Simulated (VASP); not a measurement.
# SiGe3 (P1) in VASP: further runs

The runs below take SiGe3 through single point, relaxation of volume and atoms at fixed shape, with PBEsol.

Program: VASP 6.6.1. These are calculated values, not measurements. Logs are shortened: lines on timing, memory, paths and dates and some standing lists are left out, and cuts for length are marked.

## (1) The cell of the first run

The typed cell holds 64 atoms: a = 11.211 Å, b = 11.211 Å, c = 11.211 Å, α = 90.00°, β = 90.00°, γ = 90.00°.

## (2) Single point, PBEsol

INCAR reads:

```
ALGO = Normal ; EDIFF = 1E-6
ENCUT = 550 ; GGA = PS
GGA_COMPAT = F ; ISIF = 2
ISMEAR = -1 ; ISYM = -1
KPAR = 1 ; LASPH = T
LCHARG = F ; LREAL = Auto
LWAVE = F ; NBANDS = 406
NELM = 120 ; PREC = Accurate
SIGMA = 0.05
```

KPOINTS reads:

```
explicit points
1
Reciprocal
  0.25000000   0.25000000   0.25000000 1
```

POSCAR reads:

```
SiGe3
1.0
   11.2111960952      0.0000000000      0.0000000000
    0.0000000000     11.2111960952      0.0000000000
    0.0000000000      0.0000000000     11.2111960952
Si Ge
16 48
Direct
    0.0008440000      0.9998980000      0.0000110000
    0.4983810000      0.9996460000      0.0001690000
    0.5008570000      0.5039040000      0.0003790000
    0.6243620000      0.6209450000      0.1254960000
    0.2485210000      0.2485980000      0.4992700000
    0.2516670000      0.7489640000      0.9982730000
    0.2517980000      0.7490710000      0.4974990000
    0.7513960000      0.2524090000      0.0025770000
    0.8727640000      0.3731420000      0.1272650000
    0.2487670000      0.9989450000      0.2486410000
    0.2496650000      0.9988170000      0.7499590000
    0.7486500000      0.4979310000      0.2444980000
    0.7489020000      0.4988120000      0.7509420000
    0.3738310000      0.6274790000      0.3767270000
    0.3763040000      0.6257160000      0.8801410000
    0.9975880000      0.2513090000      0.2474930000
    0.0021200000      0.0009180000      0.4989990000
    0.9968390000      0.4973730000      0.0028390000
    0.9994360000      0.4994380000      0.4996600000
    0.4970230000      0.9995210000      0.5000370000
    0.4976500000      0.5021970000      0.4979510000
    0.1220790000      0.1235460000      0.1272070000
    0.1286390000      0.1250180000      0.6262520000
    0.1273700000      0.6260650000      0.1229580000
    0.1281970000      0.6269910000      0.6229100000
    0.6240410000      0.1253270000      0.1206290000
    0.6247990000      0.1254520000      0.6245850000
    0.6249800000      0.6227380000      0.6283300000
    0.2500660000      0.2487450000      0.0013610000
    0.7501930000      0.2519450000      0.4989550000
    0.7468810000      0.7473150000      0.0021500000
    0.7492470000      0.7483830000      0.4999470000
    0.3774700000      0.3784910000      0.1232060000
    0.3728670000      0.3733310000      0.6227630000
    0.3734380000      0.8755990000      0.1233590000
    0.3708240000      0.8728990000      0.6257200000
    0.8734450000      0.3766400000      0.6278410000
    0.8769580000      0.8757590000      0.1224930000
    0.8755600000      0.8755080000      0.6248670000
    0.2520330000      0.5016510000      0.2524690000
    0.2530840000      0.5027240000      0.7528440000
    0.7499130000      0.0003530000      0.2480470000
    0.7498550000      0.0005890000      0.7520410000
    0.3702770000      0.1247490000      0.3733040000
    0.3745160000      0.1209980000      0.8746860000
    0.8766290000      0.1275910000      0.3727210000
    0.8757410000      0.1263520000      0.8800110000
    0.8721060000      0.6218100000      0.3704450000
    0.8724590000      0.6225940000      0.8738980000
    0.0005770000      0.2498610000      0.7510140000
    0.0010520000      0.7501940000      0.2490670000
    0.0011500000      0.7502710000      0.7506490000
    0.4994280000      0.2499790000      0.2488410000
    0.5003060000      0.2505870000      0.7515630000
    0.4987380000      0.7457410000      0.2487260000
    0.4970840000      0.7479590000      0.7531960000
    0.1238960000      0.3709530000      0.3740820000
    0.1252580000      0.3756540000      0.8763880000
    0.1292750000      0.8743830000      0.3747950000
    0.1275430000      0.8768580000      0.8772890000
    0.6255180000      0.3778820000      0.3720270000
    0.6268760000      0.3781290000      0.8788200000
    0.6235530000      0.8743040000      0.3739990000
    0.6220940000      0.8759680000      0.8779240000
```

Potentials or basis: VASP PAW PBE potentials, release 64 (Si, Ge_d).

Launch:

```
> cat potpaw_PBE.64/Si/POTCAR potpaw_PBE.64/Ge_d/POTCAR > POTCAR
> mpirun -np 4 vasp_std > vasp.out
```

OUTCAR:

```text
EDIFF = 1E-6
   ENCUT = 550
   GGA = PS
   ISIF = 2
   ISMEAR = -1
   ISYM = -1
   LASPH = T
   LREAL = Auto
   NELM = 120
   PREC = Accurate

 ion  position               nearest neighbor table
   1  0.001  1.000  0.000-  38 2.40  47 2.41  22 2.41  60 2.41
   2  0.498  1.000  0.000-  64 2.39  45 2.40  26 2.41  35 2.41
   3  0.501  0.504  0.000-   4 2.37  15 2.37  33 2.41  62 2.42
   4  0.624  0.621  0.125-   3 2.37  12 2.37  31 2.41  55 2.42
   5  0.249  0.249  0.499-  23 2.40  44 2.41  57 2.41  34 2.41
   6  0.252  0.749  0.998-  15 2.37  24 2.41  60 2.41  35 2.42
[... 56 lines left out ...]
  63  0.624  0.874  0.374-  32 2.44  20 2.45  42 2.45  55 2.45
  64  0.622  0.876  0.878-   2 2.39  31 2.44  56 2.45  43 2.45

IMPORTANT INFORMATION: All symmetrisations will be switched off!
NOSYMM: (Re-)initialisation of all symmetry stuff for point group C_1.

----------------------------------------------------------------------------------------

                                     Primitive cell

  volume of cell :    1409.1455

  direct lattice vectors                    reciprocal lattice vectors
    11.211196095  0.000000000  0.000000000     0.089196549  0.000000000  0.000000000
     0.000000000 11.211196095  0.000000000     0.000000000  0.089196549  0.000000000
     0.000000000  0.000000000 11.211196095     0.000000000  0.000000000  0.089196549

  length of vectors
    11.211196095 11.211196095 11.211196095     0.089196549  0.089196549  0.089196549

  position of ions in fractional coordinates (direct lattice)
     0.000844000  0.999898000  0.000011000
     0.498381000  0.999646000  0.000169000
     0.500857000  0.503904000  0.000379000
     0.624362000  0.620945000  0.125496000
     0.248521000  0.248598000  0.499270000
     0.251667000  0.748964000  0.998273000
[... 56 lines left out ...]
     0.623553000  0.874304000  0.373999000
     0.622094000  0.875968000  0.877924000

  ion indices of the primitive-cell ions
   primitive index   ion index
                 1           1
                 2           2
                 3           3
                 4           4
                 5           5
                 6           6
[... 56 lines left out ...]
                63          63
                64          64

----------------------------------------------------------------------------------------

 KPOINTS: explicit points

Read explicit list of k-points.

 Found      1 k-points:

 Following reciprocal coordinates:
            Coordinates               Weight
  0.250000  0.250000  0.250000      1.000000
   k-points           NKPTS =      1   k-points in BZ     NKDIM =      1   number of bands    NBANDS=    408
   number of dos      NEDOS =    301   number of ions     NIONS =     64
   total plane-waves  NPLWV = 729000
   dimension x,y,z NGX =    90 NGY =   90 NGZ =   90
   dimension x,y,z NGXF=   180 NGYF=  180 NGZF=  180
   ions per type =              16  48
   NGX,Y,Z   is equivalent  to a cutoff of  13.35, 13.35, 13.35 a.u.
   NGXF,Y,Z  is equivalent  to a cutoff of  26.69, 26.69, 26.69 a.u.
 SYSTEM =  unknown system
   PREC   = accura    normal or accurate (medium, high low for compatibility)
   ISTART =      0    job   : 0-new  1-cont  2-samecut
   ICHARG =      2    charge: 1-file 2-atom 10-const
   ISPIN  =      1    spin polarized calculation?
   LNONCOLLINEAR =      F non collinear calculations
   LSORBIT =      F    spin-orbit coupling
   LASPH  =      T    aspherical Exc in radial PAW
   ENCUT  =  550.0 eV  40.42 Ry    6.36 a.u.  21.44 21.44 21.44*2*pi/ulx,y,z
   NELM   =    120;   NELMIN=  2; NELMDL= -5     # of ELM steps
   EDIFF  = 0.1E-05   stopping-criterion for ELM
   LREAL  =      T    real-space projection
   EDIFFG = 0.1E-04   stopping-criterion for IOM
   NSW    =      0    number of steps for IOM
   IBRION =     -1    ionic relax: 0-MD 1-quasi-New 2-CG
   NFREE  =      0    steps in history (QN), initial steepest desc. (CG)
   ISIF   =      2    stress and relaxation
   ISYM   =     -1    0-nonsym 1-usesym 2-fastsym
   POTIM  = 0.5000    time-step for ionic-motion
   TEBEG  =    0.0;   TEEND  =   0.0 temperature during run
   PSTRESS=    0.0 pullay stress
   NELECT =     736.0000    total number of electrons
   NUPDOWN=      -1.0000    fix difference up-down
   EMIN   =  10.00;   EMAX   =-10.00  energy-range for DOS
   EFERMI =   0.00;   METHOD = LEGACY
   ISMEAR =    -1;   SIGMA  =   0.05  broadening in eV -4-tet -1-fermi 0-gaus
   EFERMI_NEDOS =   21; number of points for ismear=-14 and -15
   IALGO  =     38    algorithm
   IMIX   =      4    mixing-type and parameters
     AMIX     =   0.40;   BMIX     =  1.00
     AMIX_MAG =   1.60;   BMIX_MAG =  1.00
  volume/ion in A,a.u.               =      22.02       148.58
  Fermi-wavevector in a.u.,A,eV,Ry     =   1.318405  2.491424 23.649532  1.738192
  Thomas-Fermi vector in A             =   2.448377
   LORBIT       =      0    0 simple, 1 ext, 2 COOP (PROOUT), +10 PAW based schemes
   GGA     = PS    functional components
   LHFCALC =     F    Hartree Fock is set to
   AEXX    =    0.0000 exact exchange contribution
   IVDW    =     0    specifies the selected vdW correction
   LEPSILON=     F    determine dielectric tensor
   LRPA    =     F    only Hartree local field effects (RPA)
 non-spin polarized calculation
  energy-cutoff  :      550.00
  volume of cell :     1409.15
 maximum number of plane-waves:     41242
 NGX is ok and might be reduce to    90
   NGX = 43   NGY = 43   NGZ = 43

 number of electron     735.9999989 magnetization

 Free energy of the ion-electron system (eV)
  ---------------------------------------------------
  ext. energy  EPLUGINS =         0.00000000
  ---------------------------------------------------
  free energy    TOTEN  =      -328.22016140 eV

  energy without entropy =     -328.21959472  energy(sigma->0) =     -328.21987806

 E-fermi :   5.1772     XC(G=0):  -9.9936

 val. band max:        4.7473243658   @ k =   0.2500   0.2500   0.2500
 cond. band min:       5.5857127759   @ k =   0.2500   0.2500   0.2500
 fundamental gap:      0.8383884101
 Fermi energy:         5.1772189523

 k-point     1 :       0.2500    0.2500    0.2500
  band No.  band energies     occupation
      1     -19.6255      2.00000
      2     -19.6227      2.00000
      3     -19.6192      2.00000
      4     -19.6184      2.00000
      5     -19.6160      2.00000
      6     -19.6157      2.00000
[... 372 lines left out ...]
    379       6.5970      0.00000
    380       6.6233      0.00000
 [bands above 380 left out]

------------------------ aborting loop because EDIFF is reached ----------------------------------------

  FORCE on cell =-STRESS in cart. coord.  units (eV):
  Direction    XX          YY          ZZ          XY          YZ          ZX
  --------------------------------------------------------------------------------------
  -------------------------------------------------------------------------------------
  Total       -0.3010739     -0.3220645     -0.1671997     -9.4254232     -9.4425737     -9.4977756
  in kB       -0.3423165     -0.3661825     -0.1901036    -10.7165648    -10.7360647    -10.7988284
  external PRESSURE =      -0.2995342 kB  Pullay stress =       0.0000000 kB

 VOLUME and BASIS-vectors are now :
 -----------------------------------------------------------------------------
  energy-cutoff  :      550.00
  volume of cell :     1409.15
      direct lattice vectors                 reciprocal lattice vectors
    11.211196095  0.000000000  0.000000000     0.089196549  0.000000000  0.000000000
     0.000000000 11.211196095  0.000000000     0.000000000  0.089196549  0.000000000
     0.000000000  0.000000000 11.211196095     0.000000000  0.000000000  0.089196549

 POSITION                                       TOTAL-FORCE (eV/Angst)
 -----------------------------------------------------------------------------------
      0.00946     11.21005      0.00012         0.001036      0.009621      0.002209
      5.58745     11.20723      0.00189         0.000861      0.004776     -0.002129
      5.61521      5.64937      0.00425         0.009646     -0.003580     -0.000629
      6.99984      6.96154      1.40696        -0.006711      0.008223     -0.012865
      2.78622      2.78708      5.59741        -0.004240      0.010046     -0.003909
      2.82149      8.39678     11.19183        -0.002378      0.008042     -0.004882
[... 56 lines left out ...]
      6.99077      9.80199      4.19298         0.003519     -0.005713      0.000754
      6.97442      9.82065      9.84258         0.005302     -0.001398      0.006473
 -----------------------------------------------------------------------------------
    total drift:                                0.002809     -0.006105      0.001751

  FREE ENERGIE OF THE ION-ELECTRON SYSTEM (eV)
  ---------------------------------------------------
  free  energy   TOTEN  =      -328.2201613964 eV

  energy  without entropy=     -328.2195947154  energy(sigma->0) =     -328.21987806
```

Wall time 5 min (4 MPI ranks of Intel Xeon 6975P-C (Granite Rapids), shared host); peak memory 0.61 GiB.

Results:

| Property | Result |
| --- | --- |
| Free energy | -328.2202 eV |
| Pressure | 0.0 GPa |
| Largest force | 0.025 eV/Å |
| Band gap on the k mesh | 0.84 eV |

Forces on the atoms (eV/Å):
```
Si   0.001  0.010  0.002
Si   0.001  0.005 -0.002
Si   0.010 -0.004 -0.001
Si  -0.007  0.008 -0.013
Si  -0.004  0.010 -0.004
Si  -0.002  0.008 -0.005
Si   0.000 -0.007  0.005
Si  -0.009  0.005 -0.002
Si   0.019  0.007 -0.014
Si   0.006  0.014 -0.003
Si  -0.007  0.001  0.006
Si  -0.008 -0.004  0.015
Si  -0.012  0.013  0.013
Si   0.012  0.001 -0.008
Si  -0.004 -0.003 -0.005
Si  -0.001  0.007  0.001
Ge  -0.003 -0.003  0.005
Ge  -0.001 -0.003  0.010
Ge   0.009  0.000 -0.004
Ge   0.005  0.004 -0.002
Ge   0.000 -0.002  0.004
Ge  -0.007 -0.002  0.003
Ge   0.006  0.001 -0.002
Ge  -0.008 -0.002  0.001
Ge  -0.004  0.009  0.002
Ge   0.006 -0.011 -0.006
Ge   0.003 -0.001 -0.003
Ge   0.004 -0.007 -0.007
Ge   0.005  0.000 -0.001
Ge  -0.007 -0.008  0.001
Ge  -0.006 -0.006  0.007
Ge  -0.001  0.004 -0.003
Ge  -0.002 -0.013  0.002
Ge  -0.008 -0.005  0.002
Ge  -0.002 -0.006  0.002
Ge  -0.013 -0.005 -0.007
Ge  -0.001  0.000  0.002
Ge  -0.011  0.001 -0.005
Ge  -0.003 -0.006 -0.004
Ge  -0.001  0.012  0.006
Ge   0.000  0.004  0.000
Ge  -0.009  0.009  0.006
Ge  -0.003  0.001  0.000
Ge   0.004 -0.009  0.009
Ge   0.005 -0.007  0.004
Ge   0.013  0.000 -0.001
Ge   0.003 -0.011  0.007
Ge   0.003  0.000  0.006
Ge  -0.005  0.000 -0.006
Ge  -0.001  0.000  0.004
Ge   0.005  0.001  0.001
Ge   0.006 -0.004  0.008
Ge   0.001  0.007 -0.009
Ge   0.001  0.013  0.003
Ge  -0.002 -0.001  0.002
Ge   0.001  0.003  0.000
Ge   0.003 -0.010 -0.005
Ge  -0.003 -0.004 -0.005
Ge   0.005 -0.002  0.003
Ge   0.005 -0.009 -0.003
Ge   0.011  0.013 -0.008
Ge  -0.005 -0.006 -0.009
Ge   0.004 -0.006  0.001
Ge   0.005 -0.001  0.006
```

Caveat: the PAW data sets were made with another functional, which shifts forces and pressure a little; a shifted mesh leaves out Γ, where band edges can lie.

[end of part 1 of 2]
